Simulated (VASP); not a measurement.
# LiF (Fm-3m) in VASP: dielectric tensor with r2SCAN

Aim: the dielectric tensor of LiF with r2SCAN.

All numbers are computed with VASP 6.6.1; they aren't measurements. Logs are shortened: lines on timing, memory, paths and dates and some standing lists are left out, and cuts for length are marked.

## (1) The cell of the first run

It takes space group Fm-3m (No. 225, cubic). The conventional cell has a = 3.990 Å, b = 3.990 Å, c = 3.990 Å, α = 90.00°, β = 90.00°, γ = 90.00°. Within 2.6 Å of Li (site symmetry m-3m) lie 6 F at 1.99 Å. Within 2.6 Å of F (site symmetry m-3m) lie 6 Li at 1.99 Å.

## (2) Dielectric tensor, r2SCAN

INCAR

```
ALGO = Normal
EDIFF = 1E-8
ENCUT = 520
ISIF = 2
ISMEAR = 0
LASPH = T
LCALCEPS = T
LCHARG = F
LMIXTAU = T
LREAL = F
LWAVE = F
METAGGA = R2SCAN
NELM = 100
PREC = Accurate
SIGMA = 0.01
```

KPOINTS

```
k-points
0
Gamma
  10 10 10
```

POSCAR

```
LiF
1.0
    0.0000000000      1.9948717717      1.9948717717
    1.9948717717      0.0000000000      1.9948717717
    1.9948717717      1.9948717717      0.0000000000
Li F
1 1
Direct
    0.0000000000      0.0000000000      0.0000000000
    0.5000000000      0.5000000000      0.5000000000
```

Potentials or basis: VASP PAW PBE potentials, release 64 (Li_sv, F).

The run is started by

```sh
$ cat potpaw_PBE.64/Li_sv/POTCAR potpaw_PBE.64/F/POTCAR > POTCAR
$ mpirun -np 1 vasp_std > vasp.out
```

OUTCAR:

```text
EDIFF = 1E-8
   ENCUT = 520
   ISIF = 2
   ISMEAR = 0
   LASPH = T
   LREAL = F
   METAGGA = R2SCAN
   NELM = 100
   PREC = Accurate

 ion  position               nearest neighbor table
   1  0.000  0.000  0.000-   2 1.99   2 1.99   2 1.99   2 1.99   2 1.99   2 1.99
   2  0.500  0.500  0.500-   1 1.99   1 1.99   1 1.99   1 1.99   1 1.99   1 1.99

  LATTYP: Found a face centered cubic cell.
 ALAT       =     3.9897435434

  Lattice vectors:

 A1 = (   0.0000000000,   1.9948717717,   1.9948717717)
 A2 = (   1.9948717717,   0.0000000000,   1.9948717717)
 A3 = (   1.9948717717,   1.9948717717,   0.0000000000)

Analysis of symmetry for initial positions (statically):
=====================================================================
 Subroutine PRICEL returns:
 Original cell was already a primitive cell.

 Routine SETGRP: Setting up the symmetry group for a
 face centered cubic supercell.

 Subroutine GETGRP returns: Found 48 space group operations
 (whereof 48 operations were pure point group operations)
 out of a pool of 48 trial point group operations.

The static configuration has the point symmetry O_h .

Analysis of symmetry for dynamics (positions and initial velocities):
=====================================================================
 Subroutine PRICEL returns:
 Original cell was already a primitive cell.

 Routine SETGRP: Setting up the symmetry group for a
 face centered cubic supercell.

 Subroutine GETGRP returns: Found 48 space group operations
 (whereof 48 operations were pure point group operations)
 out of a pool of 48 trial point group operations.

The dynamic configuration has the point symmetry O_h .

 Subroutine INISYM returns: Found 48 space group operations
 (whereof 48 operations are pure point group operations),
 and found     1 'primitive' translations

----------------------------------------------------------------------------------------

                                     Primitive cell

  volume of cell :      15.8772

  direct lattice vectors                    reciprocal lattice vectors
     0.000000000  1.994871772  1.994871772    -0.250642676  0.250642676  0.250642676
     1.994871772  0.000000000  1.994871772     0.250642676 -0.250642676  0.250642676
[... 138 lines left out ...]

  energy without entropy =      -11.90318321  energy(sigma->0) =      -11.90318321

 E-fermi :  -1.3279     XC(G=0): -10.6974

 val. band max:       -1.4644345377   @ k =   0.0000   0.0000   0.0000
 cond. band min:   10000.0000000000   @ k =   0.0000   0.0000   0.0000
 fundamental gap:  10001.4644345377
 Fermi energy:        -1.3278995113

 k-point     1 :       0.0000    0.0000    0.0000
  band No.  band energies     occupation
      1     -43.4752      2.00000
      2     -22.6393      2.00000
      3      -1.4644      2.00000
      4      -1.4644      2.00000
      5      -1.4644      2.00000
      6   10000.0000      0.00000
      7   10000.0000      0.00000
      8   10000.0000      0.00000
      9   10000.0000      0.00000
[... 265 lines left out ...]
 k-point    24 :       0.4000    0.3000    0.0000
  band No.  band energies     occupation
      1     -43.4096      2.00000
      2     -22.1044      2.00000
      3      -3.8570      2.00000
      4      -2.3808      2.00000
      5      -2.2668      2.00000
      6   10000.0000      0.00000
      7   10000.0000      0.00000
      8   10000.0000      0.00000
      9   10000.0000      0.00000

 [... further k-points ...]

------------------------ aborting loop because EDIFF is reached ----------------------------------------

            Ionic dipole moment: p[ion]=(   -13.96410   -13.96410   -13.96410 ) |e| Angst

 Total electronic dipole moment: p[elc]=(     0.00000     0.00000     0.00087 ) |e| Angst

 MACROSCOPIC STATIC DIELECTRIC TENSOR (including local field effects)
 ------------------------------------------------------
           1.994376    -0.000000    -0.000000
          -0.000000     1.994376    -0.000000
           0.000000    -0.000000     1.994376
 ------------------------------------------------------

 PIEZOELECTRIC TENSOR (including local field effects) (e Angst)
          XX          YY          ZZ          XY          YZ          ZX
  --------------------------------------------------------------------------------
  x     0.00000     0.00000     0.00000     0.00000     0.00000     0.00000
  y     0.00000     0.00000     0.00000     0.00000     0.00000     0.00000
  z     0.00000     0.00000     0.00000     0.00000     0.00000     0.00000

 PIEZOELECTRIC TENSOR (including local field effects) (C/m^2)
          XX          YY          ZZ          XY          YZ          ZX
  --------------------------------------------------------------------------------
  x     0.00000     0.00000     0.00000     0.00000     0.00000     0.00000
  y     0.00000     0.00000     0.00000     0.00000     0.00000     0.00000
  z     0.00000     0.00000     0.00000     0.00000     0.00000     0.00000

 BORN EFFECTIVE CHARGES (including local field effects) (in |e|, cummulative output)
 ---------------------------------------------------------------------------------
 ion    1
    1     1.06142     0.00000     0.00000
    2     0.00000     1.06142    -0.00000
    3    -0.00000     0.00000     1.06142
 ion    2
    1    -1.06142     0.00000     0.00000
    2     0.00000    -1.06142     0.00000
    3     0.00000     0.00000    -1.06142

  FORCE on cell =-STRESS in cart. coord.  units (eV):
  Direction    XX          YY          ZZ          XY          YZ          ZX
  --------------------------------------------------------------------------------------
  -------------------------------------------------------------------------------------
  Total       -0.0755088     -0.0755088     -0.0755088     -0.0000000      0.0000000     -0.0000000
  in kB       -7.6196152     -7.6196152     -7.6196152     -0.0000000      0.0000000     -0.0000000
  external PRESSURE =      -7.6196152 kB  Pullay stress =       0.0000000 kB

 VOLUME and BASIS-vectors are now :
 -----------------------------------------------------------------------------
  energy-cutoff  :      520.00
  volume of cell :       15.88
      direct lattice vectors                 reciprocal lattice vectors
     0.000000000  1.994871772  1.994871772    -0.250642676  0.250642676  0.250642676
     1.994871772  0.000000000  1.994871772     0.250642676 -0.250642676  0.250642676
     1.994871772  1.994871772  0.000000000     0.250642676  0.250642676 -0.250642676

 POSITION                                       TOTAL-FORCE (eV/Angst)
 -----------------------------------------------------------------------------------
      0.00000      0.00000      0.00000        -0.000000      0.000000      0.000000
      1.99487      1.99487      1.99487         0.000000     -0.000000      0.000000
 -----------------------------------------------------------------------------------
    total drift:                               -0.000000     -0.000000      0.000000

  FREE ENERGIE OF THE ION-ELECTRON SYSTEM (eV)
  ---------------------------------------------------
  free  energy   TOTEN  =       -11.9031832101 eV

  energy  without entropy=      -11.9031832101  energy(sigma->0) =      -11.90318321
```

OSZICAR:

```text
N       E                     dE             d eps       ncg     rms          rms(c)
DAV:   1     0.264075738020E+02    0.26408E+02   -0.58266E+03   894   0.117E+03
DAV:   2    -0.139326174041E+02   -0.40340E+02   -0.39302E+02   919   0.213E+02
DAV:   3    -0.149586129711E+02   -0.10260E+01   -0.10217E+01  1137   0.325E+01
[... 12 lines left out ...]
DMP:   6    -0.119031831165E+02   -0.19302E-06   -0.98717E-07  2538   0.148E-06   0.190E-06
DMP:   7    -0.119031831554E+02   -0.38925E-07   -0.31355E-07  2538   0.105E-06  -0.515E-07
DMP:   8    -0.119031831716E+02   -0.16218E-07   -0.35285E-07  2538   0.878E-07   0.736E-09
DMP:   9    -0.119031831956E+02   -0.24045E-07   -0.19560E-07  2538   0.337E-07   0.292E-07
DMP:  10    -0.119031832068E+02   -0.11153E-07   -0.63136E-08  2538   0.133E-07   0.479E-08
DMP:  11    -0.119031832101E+02   -0.32729E-08   -0.41877E-08  2538   0.106E-07  -0.317E-09
   1 F= -.11903183E+02 E0= -.11903183E+02  d E =-.184476E-85
```

stdout:

```text
POSCAR found type information on POSCAR LiF
 POSCAR found :  2 types and       2 ions
 scaLAPACK will be used
 -----------------------------------------------------------------------------
[... 86 lines left out ...]
 p_tot=( -0.140E+02 -0.140E+02 -0.140E+02 )
dp_tot=(  0.862E-07  0.883E-07  0.823E-03 )  diag[e(oo)]=(    ---      ---    1.93811 )
 p_tot=( -0.140E+02 -0.140E+02 -0.140E+02 )
dp_tot=(  0.878E-07  0.900E-07  0.852E-03 )  diag[e(oo)]=(    ---      ---    1.97114 )
 p_tot=( -0.140E+02 -0.140E+02 -0.140E+02 )
dp_tot=(  0.891E-07  0.915E-07  0.870E-03 )  diag[e(oo)]=(    ---      ---    1.99119 )
 final diagonalization full
 p_tot=( -0.140E+02 -0.140E+02 -0.140E+02 )
dp_tot=(  0.897E-07  0.922E-07  0.872E-03 )  diag[e(oo)]=(    ---      ---    1.99439 )
```

Run time: 36 min. Hardware: 1 thread of Intel Xeon 8259CL, shared host; peak memory 0.31 GiB.

What came out:

- Band gap on the k mesh: 10.55 eV
- Electronic dielectric tensor (diagonal): 1.99
- Born charges (mean of the diagonal): Li +1.06; F -1.06 e

Electronic dielectric tensor:
```
1.99 0.00 0.00
0.00 1.99 0.00
0.00 0.00 1.99
```

Born effective charge tensors (e):
atom 1, Li
```
1.06 0.00 0.00
0.00 1.06 0.00
0.00 0.00 1.06
```
atom 2, F
```
-1.06  0.00  0.00
 0.00 -1.06  0.00
 0.00  0.00 -1.06
```

Dipole moments of the cell (e·Å, modulo the quantum): ionic -13.964, -13.964, -13.964; electronic 0.000, 0.000, 0.001

Caveat: the cutoff is under 1.25 times the usual one of these potentials, so pressure, stress and relaxed cells hold a basis-set (Pulay) error; the PAW data sets were made with another functional, which shifts forces and pressure a little. A k mesh can miss the band edges.

The gap in the log of VASP goes by the Fermi energy; the results here count the filled bands.